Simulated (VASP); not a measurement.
A run of VASP 6.6.1:

Contents of INCAR:

```
SYSTEM = BaTe
ALGO     = Normal         ! electronic algorithm
EDIFF    = 1E-7           ! SCF threshold, eV
ENCUT    = 520            ! plane-wave cutoff, eV
GGA      = PE             ! functional
ISIF     = 2              ! what is computed and relaxed
ISMEAR   = 0              ! smearing method
LASPH    = .True.         ! aspherical terms in the spheres
LCHARG   = .False.        ! write CHGCAR
LREAL    = .False.        ! projectors in reciprocal space
LWAVE    = .False.        ! write WAVECAR
NBANDS   = 15             ! bands
NELM     = 60             ! most SCF steps
PREC     = Accurate       ! precision mode
SIGMA    = 0.02           ! smearing width, eV
```

The input KPOINTS:

```
k-points
0
Gamma
  8 8 8
  0 0 0
```

File POSCAR:

```
BaTe
1.0
    0.0000000000      3.5333383813      3.5333383813
    3.5333383813      0.0000000000      3.5333383813
    3.5333383813      3.5333383813      0.0000000000
Ba Te
1 1
Direct
    0.5000000000      0.5000000000      0.5000000000
    0.0000000000      0.0000000000      0.0000000000
```

Potentials or basis: VASP PAW PBE potentials, release 64 (Ba_sv, Te).

The run is started by

```console
$ cat potpaw_PBE.64/Ba_sv/POTCAR potpaw_PBE.64/Te/POTCAR > POTCAR
$ mpirun -np 1 vasp_std > vasp.out
```

Hardware: 1 thread of Intel(R) Xeon(R) Platinum 8488C (Sapphire Rapids), with other jobs on the host.

Estimate the wall time of this run.

Run time: 67 s on 1 thread of Intel(R) Xeon(R) Platinum 8488C (Sapphire Rapids), on a shared host, peak memory 0.25 GiB. Counts: scf iterations 16, k points 29.
